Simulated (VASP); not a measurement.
The system is Al2Si.

```
CELL_PARAMETERS angstrom
-1.69670 1.69670 4.17357
1.69670 -1.69670 4.17357
1.69670 1.69670 -4.17357
ATOMIC_POSITIONS crystal
Al 0.66354 0.66354 0.00000
Al 0.33646 0.33646 0.00000
Si 0.00000 0.00000 0.00000
```

* Program: VASP 6.6.1
* Task: relaxation of cell and atoms
* Functional: PBE
* Potentials or basis: VASP PAW PBE potentials, release 64 (Al, Si)
* Cutoff: 600 eV
* k mesh: 20 × 20 × 20
* Occupations: gaussian, width 0.1 eV
* Spin: no spin polarisation

At the start: pressure -0.1 GPa; volume 16.02 Å³/atom.

**Question.** How do energy, volume and symmetry change on relaxing?

**Answer.** Over 8 steps the energy falls by 3.4 meV/atom and the volume is 16.04 Å³/atom (+0.1 %); space group I4/mmm (No. 139, to 0.1 Å) before and after.

The path:
| step | energy change (eV) | largest force (eV/Å) | pressure (GPa) | volume (Å³) |
| --- | --- | --- | --- | --- |
| 1 | 0.0000 | 0.1277 | -0.13 | 48.06 |
| 2 | -0.0064 | 0.0338 | 0.09 | 47.96 |
| 3 | -0.0087 | 0.0661 | 0.35 | 47.87 |
| 4 | -0.0087 | 0.0742 | 0.37 | 47.86 |
| 5 | -0.0097 | 0.0519 | -0.11 | 48.15 |
| 6 | -0.0097 | 0.0445 | -0.26 | 48.25 |
| 7 | -0.0101 | 0.0118 | -0.07 | 48.14 |
| 8 | -0.0101 | 0.0013 | -0.01 | 48.11 |

Final structure:
```cif
data_structure
_symmetry_space_group_name_H-M 'P 1'
_symmetry_Int_Tables_number 1
_cell_length_a 4.7437
_cell_length_b 4.7437
_cell_length_c 4.7437
_cell_angle_alpha 137.531
_cell_angle_beta 137.531
_cell_angle_gamma 61.622
_cell_volume 48.11
loop_
_atom_site_label
_atom_site_type_symbol
_atom_site_fract_x
_atom_site_fract_y
_atom_site_fract_z
_atom_site_occupancy
Al1 Al 0.66319 0.66319 0.00000 1
Al2 Al 0.33681 0.33681 0.00000 1
Si1 Si 0.00000 0.00000 0.00000 1
```
